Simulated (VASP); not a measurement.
Write the native input for VASP 6.6.1 that does the following.

- Task: relaxation of the atoms
- Functional: PBE
- Potentials or basis: VASP PAW PBE potentials, release 64 (Ir, B)
- Cutoff: 520 eV
- k mesh: 4 × 4 × 1
- Occupations: gaussian, width 0.05 eV
- Spin: no spin polarisation
- Dipole correction: no
- Atoms held fixed (from 0): [0, 1, 2, 3]
- Further INCAR settings: ALGO = Normal; EDIFF = 1e-06; IBRION = 2; EDIFFG = -0.03; NSW = 80

The structure of BIr12 lies in POSCAR:

```
BIr12
1.0
    5.4305800000      0.0000000000      0.0000000000
    2.7152900000      4.7030200000      0.0000000000
    0.0000000000      0.0000000000     15.4340500000
Ir B
12 1
Selective dynamics
Direct
    0.1666667000      0.1666667000      0.0647918000  F F F
    0.6666667000      0.1666667000      0.0647918000  F F F
    0.1666667000      0.6666667000      0.0647918000  F F F
    0.6666667000      0.6666667000      0.0647918000  F F F
   -0.1666667000      0.3333333000      0.2084369000  T T T
    0.3333333000      0.3333333000      0.2084369000  T T T
   -0.1666667000      0.8333333000      0.2084369000  T T T
    0.3333333000      0.8333333000      0.2084369000  T T T
    0.0000000000      0.0000000000      0.3520819000  T T T
    0.5000000000      0.0000000000      0.3520819000  T T T
    0.0000000000      0.5000000000      0.3520819000  T T T
    0.5000000000      0.5000000000      0.3520819000  T T T
    0.6591268000      0.6637337000      0.4641718000  T T T
```

One way to write it, as run:

INCAR

```
SYSTEM = BIr12
PREC     = Accurate       ! precision mode
ENCUT    = 520            ! plane-wave cutoff, eV
EDIFF    = 1E-6           ! SCF threshold, eV
ISMEAR   = 0              ! smearing method
SIGMA    = 0.05           ! smearing width, eV
LREAL    = .False.        ! projectors in reciprocal space
LASPH    = .True.         ! aspherical terms in the spheres
NELM     = 100            ! most SCF steps
ALGO     = Normal         ! electronic algorithm
ISIF     = 2              ! what is computed and relaxed
LWAVE    = .False.        ! write WAVECAR
LCHARG   = .False.        ! write CHGCAR
GGA      = PE             ! functional
IBRION   = 2              ! ionic algorithm
NSW      = 80             ! ionic steps
EDIFFG   = -0.03          ! ionic threshold
KPAR     = 4
```

KPOINTS

```
Automatic mesh
0
Gamma
  4 4 1
  0 0 0
```

Potentials or basis: VASP PAW PBE potentials, release 64 (Ir, B).

Run with:

```bash
$ cat potpaw_PBE.64/Ir/POTCAR potpaw_PBE.64/B/POTCAR > POTCAR
$ mpirun -np 4 vasp_std > vasp.out
```

It gave:

| Item | Value |
| --- | --- |
| Energy gained by relaxing | 78.8 meV/atom |
| Ionic steps | 15 |
| Band gap on the k mesh | zero (an odd number of electrons rules out a gap without spin polarisation) |

Caveat: there is no dipole correction, which matters where the two faces differ; spin-orbit coupling is left out, which moves the levels of the heavy elements.

It took 23 min on 4 MPI ranks on AMD EPYC 7R13 Processor (Zen 3), on a shared host, peak memory 0.59 GiB a rank.
